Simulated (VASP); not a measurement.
Write the native input for VASP 6.6.1 that does the following.

| Quantity | Value |
| --- | --- |
| Task | single point |
| Functional | PBE |
| Potentials or basis | VASP PAW PBE potentials, release 64 (B, N, H) |
| Cutoff | 520 eV |
| k mesh | 1 × 1 × 1, shifted |
| Occupations | gaussian, width 0.01 eV |
| Spin | no spin polarisation |
| Dipole correction | no |
| Further INCAR settings | LREAL = Auto; ALGO = Normal; EDIFF = 1e-06; NBANDS = 95; ISYM = -1 |

The structure of B17HN18 (a cell with a defect) lies in POSCAR:

```
B17HN18
1.0
    7.4650312800      0.0000000000      0.0000000000
   -3.7325156400      6.4649067300      0.0000000000
    0.0000000000      0.0000000000      6.4954828800
B N H
17 18 1
Direct
    0.1139811671      0.2233212368      0.2501859363
    0.2181363283      0.1100973822      0.7358733544
    0.1138431900      0.5565453877      0.2524351455
    0.2225195391      0.4434091818      0.7595591706
    0.1137773493      0.8899429576      0.2491390673
    0.2184481740      0.7782766673      0.7545129476
    0.4473380276      0.2235178966      0.2489220191
    0.5510008691      0.1111876287      0.7436093916
    0.4474354516      0.5564681101      0.2517997991
    0.4472677875      0.8899334828      0.2511256234
    0.5577330552      0.7833582592      0.7641285443
    0.7804681448      0.2233459939      0.2501728724
    0.8874087389      0.1174490701      0.7540890379
    0.7802223214      0.5565164288      0.2512417171
    0.8800418864      0.4446217856      0.7538463605
    0.7804636885      0.8898115574      0.2511694251
    0.8852203123      0.7834075010      0.7520254934
    0.1094357225      0.2234510272      0.7491130123
    0.2245368582      0.1125251546      0.2473601849
    0.1086538865      0.5569270445      0.7591610320
    0.2246005330      0.4457766858      0.2534356264
    0.1077555415      0.8889338731      0.7479440170
    0.2246205050      0.7791935598      0.2512672270
    0.4338016263      0.2095874866      0.7157149945
    0.5580134783      0.1124830418      0.2478298787
    0.4400032817      0.5691259952      0.7817073487
    0.5579690900      0.4457635092      0.2517078608
    0.4405379948      0.8890997662      0.7569783987
    0.5580144345      0.7792384552      0.2539820896
    0.7734746106      0.2243983182      0.7518909780
    0.8912830710      0.1125510173      0.2507433717
    0.7877439517      0.5699016399      0.7386883659
    0.8912949517      0.4458690840      0.2509076044
    0.7783189702      0.8972184591      0.7597221245
    0.8912869982      0.7792734910      0.2496800276
    0.5146466501      0.3661189883      0.6933110340
```

These files were run (other wordings do the same):

INCAR

```
  PREC = Accurate
  ENCUT = 520
  EDIFF = 1E-6
  ISMEAR = 0
  SIGMA = 0.01
  LREAL = Auto
  LASPH = True
  NELM = 120
  ALGO = Normal
  ISIF = 2
  LWAVE = False
  LCHARG = False
  GGA = PE
  NBANDS = 95
  GGA_COMPAT = False
  ISYM = -1
```

KPOINTS

```
explicit points
1
Reciprocal
  0.25000000   0.25000000   0.25000000 1
```

Potentials or basis: VASP PAW PBE potentials, release 64 (B, N, H).

Run with:

```console
$ cat potpaw_PBE.64/B/POTCAR potpaw_PBE.64/N/POTCAR potpaw_PBE.64/H/POTCAR > POTCAR
$ mpirun -np 1 vasp_std > vasp.out
```

Results of the run:

```json
{"Pressure": "9.5 GPa", "Largest force": "0.030 eV/Å"}
```

Wall time 2 min on 1 thread of Intel(R) Xeon(R) Platinum 8488C (Sapphire Rapids), on a shared host, peak memory 0.36 GiB.
